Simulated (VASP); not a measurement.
The system is Sn5H.

```
Sn H
1.0
     2.77035    1.59946    5.50521
    -2.77035    1.59946    5.50521
     0.00000   -3.19892    5.50521
Sn H
5 1
Direct
  0.00000 0.00000 0.00000
  0.81901 0.81901 0.81901
  0.18099 0.18099 0.18099
  0.62113 0.62113 0.62113
  0.37887 0.37887 0.37887
  0.50000 0.50000 0.50000
```

The cell was generated, and may not be a known phase.

| Quantity | Value |
| --- | --- |
| Program | VASP 6.6.1 |
| Task | relaxation of cell and atoms |
| Functional | PBE |
| Potentials or basis | VASP PAW PBE potentials, release 64 (Sn_d, H) |
| Cutoff | 600 eV |
| k mesh | 6 × 6 × 6 |
| Occupations | gaussian, width 0.1 eV |
| Spin | no spin polarisation |

At the start: pressure -0.3 GPa; volume 24.39 Å³/atom.

Question: How do energy, volume and symmetry change on relaxing?

Answer: Over 15 steps the energy falls by 8.5 meV/atom and the volume is 24.07 Å³/atom (-1.3 %); space group R-3m (No. 166, to 0.1 Å) before and after.

The path:
```csv
step,energy change (eV),largest force (eV/Å),pressure (GPa),volume (Å³)
1,0.0000,0.1172,-0.34,146.36
2,-0.0370,0.1584,-0.27,145.23
3,-0.0406,0.1819,-0.20,144.75
4,-0.0442,0.1370,0.07,143.98
5,-0.0457,0.0883,0.35,143.20
6,-0.0485,0.0491,0.18,143.78
7,-0.0500,0.0420,-0.02,144.48
8,-0.0500,0.0410,-0.06,144.59
9,-0.0503,0.0327,-0.03,144.50
10,-0.0504,0.0278,-0.02,144.43
11,-0.0504,0.0175,0.01,144.31
12,-0.0505,0.0264,-0.02,144.40
13,-0.0507,0.0179,0.03,144.25
14,-0.0508,0.0157,0.06,144.13
15,-0.0509,0.0051,-0.05,144.40
```

Final structure:
```
CELL_PARAMETERS angstrom
2.72441 1.57294 5.61619
-2.72441 1.57294 5.61619
0.00000 -3.14587 5.61619
ATOMIC_POSITIONS crystal
Sn 0.00000 0.00000 0.00000
Sn 0.81666 0.81666 0.81666
Sn 0.18334 0.18334 0.18334
Sn 0.61773 0.61773 0.61773
Sn 0.38227 0.38227 0.38227
H 0.50000 0.50000 0.50000
```
